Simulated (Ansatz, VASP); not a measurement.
**KYSe2 in VASP and in Ansatz**

POSCAR

```
KYSe2
1.0
    4.3625190206      0.0000000000      0.0000000000
    0.0000000000      4.3625190206      0.0000000000
    0.0000000000      0.0000000000      5.9263816480
K Se Y
1 2 1
Direct
    0.0000000000      0.0000000000      0.0000000000
    0.0000000000      0.0000000000      0.5000000000
    0.5000000000      0.5000000000      0.0000000000
    0.5000000000      0.5000000000      0.5000000000
```

The input INCAR.step1:

```
SYSTEM = KYSe2
PREC     = Accurate       ! precision mode
ENCUT    = 520            ! plane-wave cutoff, eV
ISMEAR   = 0              ! smearing method
SIGMA    = 0.01           ! smearing width, eV
LREAL    = .False.        ! projectors in reciprocal space
LASPH    = .True.         ! aspherical terms in the spheres
NELM     = 100            ! most SCF steps
NBANDS   = 24             ! bands
GGA      = PE             ! functional
ALGO     = Normal         ! electronic algorithm
EDIFF    = 1E-4           ! SCF threshold, eV
LWAVE    = .True.         ! write WAVECAR
LCHARG   = .False.        ! write CHGCAR
```

The input INCAR.step2:

```
SYSTEM = KYSe2
PREC     = Accurate       ! precision mode
ENCUT    = 520            ! plane-wave cutoff, eV
EDIFF    = 1E-6           ! SCF threshold, eV
ISMEAR   = 0              ! smearing method
SIGMA    = 0.01           ! smearing width, eV
LREAL    = .False.        ! projectors in reciprocal space
LASPH    = .True.         ! aspherical terms in the spheres
NELM     = 100            ! most SCF steps
ALGO     = Normal         ! electronic algorithm
ISIF     = 2              ! what is computed and relaxed
LWAVE    = .False.        ! write WAVECAR
LCHARG   = .False.        ! write CHGCAR
METAGGA  = R2SCAN         ! meta-GGA
LMIXTAU  = .True.       
NBANDS   = 24             ! bands
ISTART   = 1
```

KPOINTS

```
regular mesh
0
Gamma
  6 6 4
  0 0 0
```

Input for Ansatz:

```yaml
crystal:
  lattice:
    - [4.3625190206, 0.0, 0.0]
    - [0.0, 4.3625190206, 0.0]
    - [0.0, 0.0, 5.926381648]
  atoms:
    - { symbol: K, position: [0.0, 0.0, 0.0] }
    - { symbol: Se, position: [0.0, 0.0, 0.5] }
    - { symbol: "Y", position: [0.5, 0.5, 0.5] }
    - { symbol: Se, position: [0.5, 0.5, 0.0] }
kpoints:
  mp_grid: { grid: [6, 6, 4] }
hamiltonian:
  xc: r2scan
scf:
  occupations: { method: fixed }
  n_extra_bands: 5
output:
  forces: true
  stress: true
  eigenvalues: true
```

Alike in both runs: task single point; functional r2SCAN; k mesh 6 × 6 × 4; no spin polarisation.

|  | VASP | Ansatz |
| --- | --- | --- |
| version | VASP 6.6.1 | Ansatz 0.2.0 |
| potentials or method | VASP PAW PBE potentials, release 64 (K_sv, Se, Y_sv) | plane waves, PAW |
| plane-wave cutoff (eV) | 520 | 500 |
| occupations | gaussian, width 0.01 eV | fixed |
| valence electrons in the cell | 32 | 52 |

```csv
,VASP,Ansatz,Ansatz less VASP
gap on the k mesh at the Fermi level (eV),0.54,0.53,-0.008
pressure (GPa),-1.4,-1.5,-0.07
```

VASP's potentials were made for PBE, not for r2SCAN. VASP's potentials hold 32 valence electrons a cell and Ansatz's 52, so a difference there can come from the potentials and not from the codes.
